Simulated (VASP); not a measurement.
# N in VASP: notebook

N is run at these levels: PBE; tasks: single point.

Program: VASP 6.6.1. These are calculated values, not measurements. Logs are shortened: lines on timing, memory, paths and dates and some standing lists are left out, and cuts for length are marked.

### 1 The cell of the first run

The cell holds a disordered packing, 16 atoms: a = 7.475 Å, b = 7.475 Å, c = 7.475 Å, α = 90.00°, β = 90.00°, γ = 90.00°.

### 2 Single point, PBE

File INCAR:

```
SYSTEM = N
ALGO     = Normal         ! electronic algorithm
EDIFF    = 1E-6           ! SCF threshold, eV
ENCUT    = 520            ! plane-wave cutoff, eV
GGA      = PE             ! functional
ISIF     = 2              ! what is computed and relaxed
ISMEAR   = -1             ! smearing method
LASPH    = .True.         ! aspherical terms in the spheres
LCHARG   = .False.        ! write CHGCAR
LREAL    = Auto         
LWAVE    = .False.        ! write WAVECAR
NBANDS   = 54             ! bands
NELM     = 60             ! most SCF steps
PREC     = Accurate       ! precision mode
SIGMA    = 0.05           ! smearing width, eV
```

File KPOINTS:

```
k-points
0
Gamma
  1 1 1
  0 0 0
```

File POSCAR:

```
N
1.0
    7.4745810000      0.0000000000      0.0000000000
    0.0000000000      7.4745810000      0.0000000000
    0.0000000000      0.0000000000      7.4745810000
N
16
Direct
    0.1872492433      0.2668922518      0.7952336373
    0.1909847037      0.1825966924      0.9162283105
    0.4645257605      0.3316887195      0.4110919223
    0.3901388934      0.2160849535      0.3575537286
    0.7955524540      0.6021298744      0.7826433130
    0.7726727982      0.6931929365      0.6690108885
    0.4472421593      0.7721018497      0.1287322754
    0.3947914932      0.6455508733      0.0737998980
    0.2383143798      0.7231583373      0.6192014762
    0.3431513193      0.8264128967      0.6086800128
   -0.0379482877      0.9628401486      0.3182544919
   -0.0786349103      0.8884301151      0.1976612848
    0.6520291436      0.1370850512      0.8789533423
    0.7284359507      0.1426299534      0.7529835801
    0.9414285492      0.4557864069      0.3219717589
    0.8971503499      0.3912094396      0.1968767793
```

Potentials or basis: VASP PAW PBE potentials, release 64 (N).

On the command line:

```sh
$ cat potpaw_PBE.64/N/POTCAR > POTCAR
$ mpirun -np 1 vasp_gam > vasp.out
```

OUTCAR:

```text
SYSTEM = N
   EDIFF = 1E-6
   ENCUT = 520
   GGA = PE
   ISIF = 2
   ISMEAR = -1
   LASPH = .True.
   LREAL = Auto
   NELM = 60
   PREC = Accurate

 ion  position               nearest neighbor table
   1  0.187  0.267  0.795-   2 1.10
   2  0.191  0.183  0.916-   1 1.10
   3  0.465  0.332  0.411-   4 1.10
   4  0.390  0.216  0.358-   3 1.10
   5  0.796  0.602  0.783-   6 1.10
   6  0.773  0.693  0.669-   5 1.10
[... 8 lines left out ...]
  15  0.941  0.456  0.322-  16 1.10
  16  0.897  0.391  0.197-  15 1.10

  LATTYP: Found a simple cubic cell.
 ALAT       =     7.4745810000

  Lattice vectors:

 A1 = (   7.4745810000,   0.0000000000,   0.0000000000)
 A2 = (   0.0000000000,   7.4745810000,   0.0000000000)
 A3 = (   0.0000000000,   0.0000000000,   7.4745810000)

Analysis of symmetry for initial positions (statically):
=====================================================================
 Subroutine PRICEL returns:
 Original cell was already a primitive cell.

 Routine SETGRP: Setting up the symmetry group for a
 simple cubic supercell.

 Subroutine GETGRP returns: Found  1 space group operations
 (whereof  1 operations were pure point group operations)
 out of a pool of 48 trial point group operations.

The static configuration has the point symmetry C_1 .

Analysis of symmetry for dynamics (positions and initial velocities):
=====================================================================
 Subroutine PRICEL returns:
 Original cell was already a primitive cell.

 Routine SETGRP: Setting up the symmetry group for a
 simple cubic supercell.

 Subroutine GETGRP returns: Found  1 space group operations
 (whereof  1 operations were pure point group operations)
 out of a pool of 48 trial point group operations.

The dynamic configuration has the point symmetry C_1 .

 Subroutine INISYM returns: Found  1 space group operations
 (whereof  1 operations are pure point group operations),
 and found     1 'primitive' translations

----------------------------------------------------------------------------------------

                                     Primitive cell

  volume of cell :     417.6001

  direct lattice vectors                    reciprocal lattice vectors
     7.474581000  0.000000000  0.000000000     0.133786763  0.000000000  0.000000000
     0.000000000  7.474581000  0.000000000     0.000000000  0.133786763  0.000000000
     0.000000000  0.000000000  7.474581000     0.000000000  0.000000000  0.133786763

  length of vectors
     7.474581000  7.474581000  7.474581000     0.133786763  0.133786763  0.133786763

  position of ions in fractional coordinates (direct lattice)
     0.187249243  0.266892252  0.795233637
     0.190984704  0.182596692  0.916228311
     0.464525761  0.331688720  0.411091922
     0.390138893  0.216084954  0.357553729
     0.795552454  0.602129874  0.782643313
     0.772672798  0.693192936  0.669010888
[... 8 lines left out ...]
     0.941428549  0.455786407  0.321971759
     0.897150350  0.391209440  0.196876779

  ion indices of the primitive-cell ions
   primitive index   ion index
                 1           1
                 2           2
                 3           3
                 4           4
                 5           5
                 6           6
[... 8 lines left out ...]
                15          15
                16          16

----------------------------------------------------------------------------------------

 KPOINTS: k-points

Automatic generation of k-mesh.
 Grid dimensions read from file:
 generate k-points for:    1    1    1

 Generating k-lattice:

  Cartesian coordinates                     Fractional coordinates (reciprocal lattice)
     0.133786763  0.000000000  0.000000000     1.000000000  0.000000000  0.000000000
     0.000000000  0.133786763  0.000000000     0.000000000  1.000000000  0.000000000
     0.000000000  0.000000000  0.133786763     0.000000000  0.000000000  1.000000000

  Length of vectors
     0.133786763  0.133786763  0.133786763

  Shift w.r.t. Gamma in fractional coordinates (k-lattice)
     0.000000000  0.000000000  0.000000000

 Subroutine IBZKPT returns following result:
 ===========================================

 Found      1 irreducible k-points:

 Following reciprocal coordinates:
            Coordinates               Weight
  0.000000  0.000000  0.000000      1.000000
   k-points           NKPTS =      1   k-points in BZ     NKDIM =      1   number of bands    NBANDS=     54
   number of dos      NEDOS =    301   number of ions     NIONS =     16
   total plane-waves  NPLWV = 175616
   dimension x,y,z NGX =    56 NGY =   56 NGZ =   56
   dimension x,y,z NGXF=   112 NGYF=  112 NGZF=  112
   ions per type =              16
   NGX,Y,Z   is equivalent  to a cutoff of  12.46, 12.46, 12.46 a.u.
   NGXF,Y,Z  is equivalent  to a cutoff of  24.91, 24.91, 24.91 a.u.
 SYSTEM =  N
   PREC   = accura    normal or accurate (medium, high low for compatibility)
   ISTART =      0    job   : 0-new  1-cont  2-samecut
   ICHARG =      2    charge: 1-file 2-atom 10-const
   ISPIN  =      1    spin polarized calculation?
   LNONCOLLINEAR =      F non collinear calculations
   LSORBIT =      F    spin-orbit coupling
   LASPH  =      T    aspherical Exc in radial PAW
   ENCUT  =  520.0 eV  38.22 Ry    6.18 a.u.  13.90 13.90 13.90*2*pi/ulx,y,z
   NELM   =     60;   NELMIN=  2; NELMDL= -5     # of ELM steps
   EDIFF  = 0.1E-05   stopping-criterion for ELM
   LREAL  =      T    real-space projection
   EDIFFG = 0.1E-04   stopping-criterion for IOM
   NSW    =      0    number of steps for IOM
   IBRION =     -1    ionic relax: 0-MD 1-quasi-New 2-CG
   NFREE  =      0    steps in history (QN), initial steepest desc. (CG)
   ISIF   =      2    stress and relaxation
   ISYM   =      2    0-nonsym 1-usesym 2-fastsym
   POTIM  = 0.5000    time-step for ionic-motion
   TEBEG  =    0.0;   TEEND  =   0.0 temperature during run
   PSTRESS=    0.0 pullay stress
   NELECT =      80.0000    total number of electrons
   NUPDOWN=      -1.0000    fix difference up-down
   EMIN   =  10.00;   EMAX   =-10.00  energy-range for DOS
   EFERMI =   0.00;   METHOD = LEGACY
   ISMEAR =    -1;   SIGMA  =   0.05  broadening in eV -4-tet -1-fermi 0-gaus
   EFERMI_NEDOS =   21; number of points for ismear=-14 and -15
   IALGO  =     38    algorithm
   IMIX   =      4    mixing-type and parameters
     AMIX     =   0.40;   BMIX     =  1.00
     AMIX_MAG =   1.60;   BMIX_MAG =  1.00
  volume/ion in A,a.u.               =      26.10       176.13
  Fermi-wavevector in a.u.,A,eV,Ry     =   0.943738  1.783406 12.117905  0.890641
  Thomas-Fermi vector in A             =   2.071474
   LORBIT       =      0    0 simple, 1 ext, 2 COOP (PROOUT), +10 PAW based schemes
   GGA     = PE    functional components
   LHFCALC =     F    Hartree Fock is set to
   AEXX    =    0.0000 exact exchange contribution
   IVDW    =     0    specifies the selected vdW correction
   LEPSILON=     F    determine dielectric tensor
   LRPA    =     F    only Hartree local field effects (RPA)
 non-spin polarized calculation
  energy-cutoff  :      520.00
  volume of cell :      417.60
 maximum number of plane-waves:      5562
 NGX is ok and might be reduce to    54
   NGX = 27   NGY = 27   NGZ = 27

 number of electron      80.0000002 magnetization

 Free energy of the ion-electron system (eV)
  ---------------------------------------------------
  ext. energy  EPLUGINS =         0.00000000
  ---------------------------------------------------
  free energy    TOTEN  =      -133.22786526 eV

  energy without entropy =     -133.22786526  energy(sigma->0) =     -133.22786526

 E-fermi :  -5.7132     XC(G=0):  -5.9206

 val. band max:       -6.9798736586   @ k =   0.0000   0.0000   0.0000
 cond. band min:       0.5934990609   @ k =   0.0000   0.0000   0.0000
 fundamental gap:      7.5733727195
 Fermi energy:        -5.7132426981

 k-point     1 :       0.0000    0.0000    0.0000
  band No.  band energies     occupation
      1     -25.4393      2.00000
      2     -25.3986      2.00000
      3     -25.3516      2.00000
      4     -25.3364      2.00000
      5     -25.3303      2.00000
      6     -25.3216      2.00000
[... 44 lines left out ...]
     51       1.0994      0.00000
     52       1.1211      0.00000
 [bands above 52 left out]

------------------------ aborting loop because EDIFF is reached ----------------------------------------

  FORCE on cell =-STRESS in cart. coord.  units (eV):
  Direction    XX          YY          ZZ          XY          YZ          ZX
  --------------------------------------------------------------------------------------
  -------------------------------------------------------------------------------------
  Total        2.5669797      5.7016413      6.7276710      2.4072567      0.4860021      0.7179521
  in kB        9.8485537     21.8750936     25.8115908      9.2357555      1.8646105      2.7545171
  external PRESSURE =      19.1784127 kB  Pullay stress =       0.0000000 kB

 VOLUME and BASIS-vectors are now :
 -----------------------------------------------------------------------------
  energy-cutoff  :      520.00
  volume of cell :      417.60
      direct lattice vectors                 reciprocal lattice vectors
     7.474581000  0.000000000  0.000000000     0.133786763  0.000000000  0.000000000
     0.000000000  7.474581000  0.000000000     0.000000000  0.133786763  0.000000000
     0.000000000  0.000000000  7.474581000     0.000000000  0.000000000  0.133786763

 POSITION                                       TOTAL-FORCE (eV/Angst)
 -----------------------------------------------------------------------------------
      1.39961      1.99491      5.94404        -0.033995      0.951869     -1.343829
      1.42753      1.36483      6.84842         0.032171     -0.943562      1.339471
      3.47214      2.47923      3.07274         0.836123      1.282261      0.588207
      2.91612      1.61514      2.67256        -0.838949     -1.288986     -0.597396
      5.94642      4.50067      5.84993         0.279894     -1.091991      1.357364
      5.77541      5.18133      5.00058        -0.272307      1.085517     -1.355624
[... 8 lines left out ...]
      7.03678      3.40681      2.40660         0.476426      0.675784      1.283445
      6.70582      2.92413      1.47157        -0.474758     -0.677769     -1.280308
 -----------------------------------------------------------------------------------
    total drift:                               -0.002484     -0.000545     -0.000155

  FREE ENERGIE OF THE ION-ELECTRON SYSTEM (eV)
  ---------------------------------------------------
  free  energy   TOTEN  =      -133.2278652612 eV

  energy  without entropy=     -133.2278652612  energy(sigma->0) =     -133.22786526
```

Run time: 36 s. Hardware: 1 thread of Intel Xeon Platinum 8488C (Sapphire Rapids), shared host; peak memory 0.35 GiB.

Results:

```yaml
Free_energy: -133.2279 eV
Pressure: 1.9 GPa
Largest_force: 1.764 eV/Å
```

Forces on the atoms (eV/Å):
```
N   -0.034  0.952 -1.344
N    0.032 -0.944  1.339
N    0.836  1.282  0.588
N   -0.839 -1.289 -0.597
N    0.280 -1.092  1.357
N   -0.272  1.086 -1.356
N    0.572  1.344  0.600
N   -0.566 -1.342 -0.590
N   -1.172 -1.152  0.110
N    1.172  1.160 -0.109
N    0.470  0.868  1.403
N   -0.474 -0.868 -1.408
N   -0.902 -0.068  1.472
N    0.897  0.065 -1.469
N    0.476  0.676  1.283
N   -0.475 -0.678 -1.280
```

Caveat: the k points lie up to 0.84 Å⁻¹ apart; the standard files for N, O and F lose accuracy on very short bonds.

### 3 Single point, PBE

File INCAR:

```
SYSTEM = N
PREC     = Accurate       ! precision mode
ENCUT    = 520            ! plane-wave cutoff, eV
EDIFF    = 1E-6           ! SCF threshold, eV
ISMEAR   = -1             ! smearing method
SIGMA    = 0.05           ! smearing width, eV
LREAL    = Auto         
LASPH    = .True.         ! aspherical terms in the spheres
NELM     = 60             ! most SCF steps
ALGO     = Normal         ! electronic algorithm
ISIF     = 2              ! what is computed and relaxed
LWAVE    = .False.        ! write WAVECAR
LCHARG   = .False.        ! write CHGCAR
GGA      = PE             ! functional
NBANDS   = 54             ! bands
```

File KPOINTS:

```
regular mesh
0
Gamma
  1 1 1
  0 0 0
```

File POSCAR:

```
N
1.0
    7.4745810000      0.0000000000      0.0000000000
    0.0000000000      7.4745810000      0.0000000000
    0.0000000000      0.0000000000      7.4745810000
N
16
Direct
    0.1583901492      0.3746564523      0.9416848918
    0.2198116523      0.2587971152      1.0016347405
    0.4330811319      0.3205932212      0.4295357827
    0.3239646477      0.2619678615      0.3537322025
    0.7780503014      0.6455211336      0.7582632391
    0.7102739271      0.7735818235      0.7210838975
    0.4585541317      0.7531124487      0.0568058598
    0.4619121794      0.7048689418      0.1934690386
    0.2585562990      0.6959855007      0.6160345309
    0.2793601407      0.8090085585      0.5248722303
   -0.1547779066      0.9468758182      0.2563889534
   -0.0344902276      0.8960368481      0.1874620129
    0.7106619087      0.1439946935      0.9363601786
    0.7782911176      0.2205207222      0.8335316722
    0.9193558810      0.3661476142      0.2816211370
    0.9191953368      0.4865155652      0.1940577004
```

Potentials or basis: VASP PAW PBE potentials, release 64 (N).

On the command line:

```sh
$ cat potpaw_PBE.64/N/POTCAR > POTCAR
$ mpirun -np 1 vasp_gam > vasp.out
```

Wall time 33 s (1 thread of Intel Xeon Platinum 8488C (Sapphire Rapids), shared host); peak memory 0.34 GiB.

It converged, with:

| Property | Result |
| --- | --- |
| Free energy | -132.5988 eV |
| Pressure | 3.9 GPa |
| Largest force | 6.119 eV/Å |

Forces in eV/Å, atoms in the order of the input:
```
N   -2.416  4.906 -2.746
N    2.701 -5.030  2.176
N    3.561  1.861  2.454
N   -3.434 -1.914 -2.146
N   -0.309  0.631 -0.203
N    0.376 -0.637  0.102
N   -0.194  1.693 -4.688
N    0.167 -1.703  4.621
N   -0.388 -2.080  1.684
N    0.319  2.146 -1.571
N   -1.157  0.439  0.780
N    1.237 -0.472 -0.660
N   -2.476 -2.592  3.509
N    2.336  2.625 -3.669
N   -0.115  0.010  0.164
N   -0.208  0.120  0.193
```

Stress tensor (GPa, compression positive):
```
 2.80  0.21  0.06
 0.21  3.71 -2.19
 0.06 -2.19  5.16
```

Levels at points of the mesh, in eV from the Fermi level:
```
           k point  band 38  band 39  band 40  band 41  band 42  band 43
(0.00, 0.00, 0.00)    -1.40    -1.32    -1.26     6.03     6.06     6.27
```

Caveat: the k points lie up to 0.84 Å⁻¹ apart; the standard files for N, O and F lose accuracy on very short bonds.
